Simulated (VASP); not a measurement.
The system is Si2Mo.

```
Si Mo
1.0
    -1.60000    1.60000    3.93050
     1.60000   -1.60000    3.93050
     1.60000    1.60000   -3.93050
Si Mo
2 1
Direct
  0.33300 0.33300 0.00000
  0.66700 0.66700 0.00000
  0.00000 0.00000 0.00000
```

| Item | Value |
| --- | --- |
| Program | VASP 6.6.1 |
| Task | relaxation of cell and atoms |
| Functional | PBE |
| Dispersion | D3(BJ) |
| Potentials or basis | VASP PAW PBE potentials, release 64 (Si, Mo_sv) |
| Cutoff | 600 eV |
| k mesh | 11 × 11 × 11 |
| Occupations | fermi-dirac, width 0.05 eV |
| Spin | no spin polarisation |

At the start: pressure -4.8 GPa; volume 13.42 Å³/atom.

Task: Where does the relaxation end?

Result: Over 5 steps the energy falls by 5.5 meV/atom and the volume is 13.13 Å³/atom (-2.2 %); space group I4/mmm (No. 139, to 0.05 Å).

Step by step:
| step | energy change (eV) | largest force (eV/Å) | pressure (GPa) | volume (Å³) |
| --- | --- | --- | --- | --- |
| 1 | 0.0000 | 0.2742 | -4.75 | 40.25 |
| 2 | 0.0240 | 0.1034 | 9.17 | 37.97 |
| 3 | -0.0153 | 0.1434 | 0.20 | 39.35 |
| 4 | -0.0153 | 0.1406 | 0.31 | 39.33 |
| 5 | -0.0164 | 0.0169 | 0.13 | 39.38 |

Final structure:
```yaml
crystal:
  lattice:
    - [-1.58924, 1.58924, 3.89817]
    - [1.58924, -1.58924, 3.89817]
    - [1.58924, 1.58924, -3.89817]
  atoms:
    - { symbol: Si, position: [0.33447, 0.33447, 0.00000] }
    - { symbol: Si, position: [0.66553, 0.66553, 0.00000] }
    - { symbol: Mo, position: [0.00000, 0.00000, 0.00000] }
```

Caveat: pairwise dispersion overbinds metals, which lowers pressure and volume; the relaxation stopped at a loose force limit of 0.05 eV/Å, so its end isn't a converged minimum.
